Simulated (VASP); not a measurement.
Input of a VASP 6.6.1 run:

POSCAR

```
Y2CF2
1.0
    3.6642918298      0.0000000000      0.0000000000
   -1.8321459149      3.1733698115      0.0000000000
    0.0000000000      0.0000000000      6.3208771579
Y C F
2 1 2
Direct
    0.3333333333      0.6666666667      0.2141676581
    0.6666666667      0.3333333333      0.7858323419
    0.0000000000      0.0000000000      0.0000000000
    0.3333333333      0.6666666667      0.6126078578
    0.6666666667      0.3333333333      0.3873921422
```

The input INCAR.step1:

```
SYSTEM = Y2CF2
PREC     = Accurate       ! precision mode
ENCUT    = 520            ! plane-wave cutoff, eV
ISMEAR   = -1             ! smearing method
SIGMA    = 0.02           ! smearing width, eV
LREAL    = .FALSE.        ! projectors in reciprocal space
LASPH    = .TRUE.         ! aspherical terms in the spheres
NELM     = 100            ! most SCF steps
NBANDS   = 28             ! bands
GGA      = PE             ! functional
ALGO     = Normal         ! electronic algorithm
EDIFF    = 1E-4           ! SCF threshold, eV
LWAVE    = .TRUE.         ! write WAVECAR
LCHARG   = .FALSE.        ! write CHGCAR
```

INCAR.step2

```
SYSTEM = Y2CF2
PREC     = Accurate       ! precision mode
ENCUT    = 520            ! plane-wave cutoff, eV
EDIFF    = 1E-7           ! SCF threshold, eV
ISMEAR   = -1             ! smearing method
SIGMA    = 0.02           ! smearing width, eV
LREAL    = .FALSE.        ! projectors in reciprocal space
LASPH    = .TRUE.         ! aspherical terms in the spheres
NELM     = 100            ! most SCF steps
ALGO     = Normal         ! electronic algorithm
ISIF     = 2              ! what is computed and relaxed
LWAVE    = .FALSE.        ! write WAVECAR
LCHARG   = .FALSE.        ! write CHGCAR
METAGGA  = R2SCAN         ! meta-GGA
LMIXTAU  = .TRUE.       
NBANDS   = 28             ! bands
ISTART   = 1
```

KPOINTS

```
Automatic mesh
0
G
  12 12 4
  0 0 0
```

Potentials or basis: VASP PAW PBE potentials, release 64 (Y_sv, C, F).

Command:

```sh
$ cat potpaw_PBE.64/Y_sv/POTCAR potpaw_PBE.64/C/POTCAR potpaw_PBE.64/F/POTCAR > POTCAR
$ cp INCAR.step1 INCAR
$ mpirun -np 1 vasp_std > vasp.out
$ cp INCAR.step2 INCAR
$ mpirun -np 1 vasp_std > vasp.out
```

Task: Estimate the band gap on the k mesh.

Result: 1.44 eV, indirect (least direct gap 1.60 eV).

Task: What does it give for the largest force?

Result: 0.014 eV/Å.

Forces on the atoms (eV/Å):
```
Y    0.000  0.000 -0.014
Y    0.000  0.000  0.014
C    0.000  0.000  0.000
F    0.000  0.000 -0.008
F    0.000  0.000  0.008
```

Caveat: the PAW data sets were made with another functional, which shifts forces and pressure a little. r2SCAN opens gaps a little over a GGA but as a rule still falls short of measured ones.
